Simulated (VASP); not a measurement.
Set up this calculation in VASP 6.6.1, as the native input.

```yaml
Task: relaxation of cell and atoms
Functional: PBEsol
Potentials_or_basis: VASP PAW PBE potentials, release 64 (Ga_d, N)
Cutoff: 600 eV
k_mesh: 10 × 10 × 10
Occupations: fermi-dirac, width 0.05 eV
Spin: no spin polarisation
Dipole_correction: no
Further_INCAR_settings: ALGO = Normal; EDIFF = 1e-06; IBRION = 2; EDIFFG = -0.02; NSW = 80; ISIF = 3
```

The structure of GaN lies in POSCAR:

```
GaN
1.0
    0.0000000000      2.2535006075      2.2535006075
    2.2535006075      0.0000000000      2.2535006075
    2.2535006075      2.2535006075      0.0000000000
Ga N
1 1
Direct
    0.0000000000      0.0000000000      0.0000000000
    0.2500000000      0.2500000000      0.2500000000
```

One way to write it, as run:

INCAR

```
ALGO = Normal ; EDIFF = 1E-6
EDIFFG = -0.02 ; ENCUT = 600
GGA = PS ; IBRION = 2
ISIF = 3 ; ISMEAR = -1
LASPH = T ; LCHARG = F
LREAL = F ; LWAVE = F
NELM = 80 ; NSW = 80
PREC = Accurate ; SIGMA = 0.05
```

KPOINTS

```
k-points
0
Gamma
  10 10 10
```

Potentials or basis: VASP PAW PBE potentials, release 64 (Ga_d, N).

Launch:

```sh
$ cat potpaw_PBE.64/Ga_d/POTCAR potpaw_PBE.64/N/POTCAR > POTCAR
$ mpirun -np 1 vasp_std > vasp.out
```

It gave:

```json
{
 "Relaxed volume": "11.35 Å³/atom",
 "Relaxed cell": "a = 3.178 Å, b = 3.178 Å, c = 3.178 Å, α = 60.00°, β = 60.00°, γ = 60.00°",
 "Space group after relaxing (to 0.05 Å)": "F-43m (No. 216)",
 "Energy gained by relaxing": "0.4 meV/atom",
 "Ionic steps": "3",
 "Pressure after relaxing": "-0.1 GPa",
 "Band gap on the k mesh": "1.74 eV, direct"
}
```

Caveat: the PAW data sets were made with another functional, which shifts forces and pressure a little.

Run time: 63 s on 1 thread of Intel Xeon 8259CL, on a shared host, peak memory 0.18 GiB.
